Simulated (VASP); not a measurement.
Input of a VASP 6.6.1 run:

The input POSCAR:

```
MgS
1.0
    4.1293412784      0.0000000000      0.0000000000
   -2.0646706392      3.5761144480      0.0000000000
    0.0000000000      0.0000000000      6.2861657064
Mg S
2 2
Direct
    0.3333333333      0.6666666667     -0.0086241989
    0.6666666667      0.3333333333      0.4913758011
    0.3333333333      0.6666666667      0.3836241989
    0.6666666667      0.3333333333      0.8836241989
```

INCAR.step1

```
SYSTEM = MgS
ALGO = Normal
EDIFF = 1E-5
ENCUT = 520
GGA = PE
ISIF = 2
ISMEAR = 0
LASPH = .TRUE.
LREAL = .FALSE.
LWAVE = .TRUE.
NBANDS = 16
NELM = 100
PREC = Accurate
SIGMA = 0.01
```

INCAR.step2

```
SYSTEM = MgS
ALGO = Normal
EDIFF = 1E-6
ENCUT = 520
GGA = PE
HFSCREEN = 0.2079
ISIF = 2
ISMEAR = 0
ISTART = 1
LASPH = .TRUE.
LCHARG = .TRUE.
LELF = .TRUE.
LHFCALC = .TRUE.
LREAL = .FALSE.
LVHAR = .TRUE.
LWAVE = .FALSE.
NBANDS = 16
NELM = 100
PREC = Accurate
PRECFOCK = Normal
SIGMA = 0.01
```

File KPOINTS:

```
k-points
0
G
  6 6 4
  0 0 0
```

Potentials or basis: VASP PAW PBE potentials, release 64 (Mg, S).

The run is started by

```sh
$ cat potpaw_PBE.64/Mg/POTCAR potpaw_PBE.64/S/POTCAR > POTCAR
$ cp INCAR.step1 INCAR
$ mpirun -np 1 vasp_std > vasp.out
$ cp INCAR.step2 INCAR
$ mpirun -np 1 vasp_std > vasp.out
```

Estimate the pressure.

-1.7 GPa.

Predict the band gap on the k mesh.

4.19 eV.

Stress tensor (GPa, compression positive):
```
-2.40  0.00  0.00
 0.00 -2.40  0.00
 0.00  0.00 -0.21
```

Caveat: the cell differs from its parent crystal (epitaxial xy strain +2.5%); the PAW data sets were made with another functional, which shifts forces and pressure a little.
